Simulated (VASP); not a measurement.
Runs of VASP 6.6.1 on SnO. It takes space group F-43m (No. 216, cubic). The conventional cell has a = 5.416 Å, b = 5.416 Å, c = 5.416 Å, α = 90.00°, β = 90.00°, γ = 90.00°. Within 3.1 Å of Sn (site symmetry -43m) lie 4 O at 2.35 Å. Within 3.1 Å of O (site symmetry -43m) lie 4 Sn at 2.35 Å. 

| level | spin | k mesh | cutoff (eV) | smearing | grid for exact exchange (PRECFOCK) | share of exact exchange | screening parameter | gap on the mesh (eV) | pressure (GPa) |
| --- | --- | --- | --- | --- | --- | --- | --- | --- | --- |
| PBE-based screened hybrid with 50 % exact exchange | off | 4 × 4 × 4 | 520 | fermi-dirac 0.02 eV | Normal | 0.5 | 0.5 1/Å | none | -2.1 |
| r2SCAN | off | 6 × 6 × 6 | 660 | methfessel-paxton 0.001 eV | - | - | - | none | 0.2 |
| PBE-based screened hybrid with 10 % exact exchange | off | 4 × 4 × 4 | 520 | fermi-dirac 0.02 eV | Normal | 0.1 | 0.3 1/Å | none | (a) |
| HSE06 | off | 4 × 4 × 4 | 520 | fermi-dirac 0.02 eV | Normal | 0.25 | 0.2079 1/Å | none | -0.7 |
| r2SCAN | collinear, zero start | 6 × 6 × 6 | 660 | fermi-dirac 0.02 eV | - | - | - | none | 0.2 |

Alike in all rows: task single point; potentials or basis VASP PAW PBE potentials, release 64 (Sn_d, O); cell as given.

Fill in the values left out.

(a) 0.8.

Caveats: some runs use coarse meshes; the PAW data sets were made with another functional, which shifts forces and pressure a little; spin-orbit coupling is left out, which moves the levels of the heavy elements; semilocal functionals underestimate gaps, so a narrow gap can read as zero (at least some runs).

A k mesh can miss the band edges, and the runs leave out spin-orbit coupling on Sn.

A gap of «none» marks levels without a gap at the run's occupations.
